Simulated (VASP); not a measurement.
Here is a VASP 6.6.1 calculation.

INCAR

```
PREC = Accurate
ENCUT = 520
EDIFF = 1E-6
ISMEAR = 0
SIGMA = 0.1
LREAL = F
LASPH = T
NELM = 80
ALGO = Normal
ISIF = 2
LWAVE = F
LCHARG = F
GGA = PE
NBANDS = 19
```

KPOINTS

```
Automatic mesh
0
Gamma
  4 4 4
```

POSCAR

```
NaB3Te
1.0
    4.6617024198      0.0000000000      0.0000000000
    0.0000000000      4.6617024198      0.0000000000
    0.0000000000      0.0000000000      4.6617024198
Na B Te
1 3 1
Direct
    0.0000000000      0.0000000000      0.0000000000
    0.0000000000      0.5000000000      0.5000000000
    0.5000000000      0.0000000000      0.5000000000
    0.5000000000      0.5000000000      0.0000000000
    0.5000000000      0.5000000000      0.5000000000
```

Potentials or basis: VASP PAW PBE potentials, release 64 (Na_pv, B, Te).

Launch:

```console
$ cat potpaw_PBE.64/Na_pv/POTCAR potpaw_PBE.64/B/POTCAR potpaw_PBE.64/Te/POTCAR > POTCAR
$ mpirun -np 1 vasp_std > vasp.out
```

Q: Estimate the pressure.

A: 0.2 GPa.

Q: What does it give for the band gap on the k mesh?

A: Zero (band 11 reaches 4.37 eV, above the bottom of band 12 at 2.31 eV).

Caveat: spin-orbit coupling is left out, which moves the levels of the heavy elements.
